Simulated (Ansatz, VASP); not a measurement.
**Sr in VASP and in Ansatz**

```
Sr
1.0
     4.18670    0.00000    0.00000
    -2.09335    3.62579    0.00000
     0.00000    0.00000   13.67497
Sr
4
Direct
  0.00000 0.00000 0.00000
  0.00000 0.00000 0.50000
  0.33333 0.66667 0.25000
  0.66667 0.33333 0.75000
```

Alike in both runs: task single point; functional BLYP; k mesh 10 × 10 × 3; occupations fermi-dirac, width 0.1 eV; no spin polarisation.

```csv
,VASP,Ansatz
version,VASP 6.6.1,Ansatz 0.2.0
potentials or method,"VASP PAW PBE potentials, release 64 (Sr_sv), cutoff 520 eV","plane waves (420 eV) with PAW, scalar-relativistic"
valence electrons in the cell,40,40
```

|  | VASP | Ansatz | Ansatz less VASP |
| --- | --- | --- | --- |
| pressure (GPa) | 1.1 | 1.1 | 0.00 |

VASP's potentials were made for PBE, not for BLYP. With one functional, cell and mesh, what is left measures potentials, basis and numerics.
